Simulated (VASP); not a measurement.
The system is Al.

```xyz
1
Lattice="0.0000 2.0248 2.0248 2.0248 0.0000 2.0248 2.0248 2.0248 0.0000" Properties=species:S:1:pos:R:3 pbc="T T T"
Al    0.0000    0.0000    0.0000
```

| Item | Value |
| --- | --- |
| Program | VASP 6.6.1 |
| Task | relaxation of cell and atoms |
| Functional | PBEsol |
| Potentials or basis | VASP PAW PBE potentials, release 64 (Al) |
| Cutoff | 600 eV |
| k mesh | 10 × 10 × 10 |
| Occupations | fermi-dirac, width 0.05 eV |
| Spin | no spin polarisation |

At the start: pressure -2.0 GPa; volume 16.60 Å³/atom.

**Question.** Where does the relaxation end?

**Answer.** Over 3 steps the energy falls by 2.9 meV/atom and the volume is 16.15 Å³/atom (-2.7 %); space group Fm-3m (No. 225, to 0.05 Å).

The path:
| step | energy change (eV) | largest force (eV/Å) | pressure (GPa) | volume (Å³) |
| --- | --- | --- | --- | --- |
| 1 | 0.0000 | 0.0000 | -1.98 | 16.60 |
| 2 | -0.0029 | 0.0000 | 0.16 | 16.11 |
| 3 | -0.0029 | 0.0000 | 0.00 | 16.15 |

Final structure:
```yaml
crystal:
  lattice:
    - [0.00000, 2.00613, 2.00613]
    - [2.00613, 0.00000, 2.00613]
    - [2.00613, 2.00613, 0.00000]
  atoms:
    - { symbol: Al, position: [0.00000, 0.00000, 0.00000] }
```

Caveat: the PAW data sets were made with another functional, which shifts forces and pressure a little.
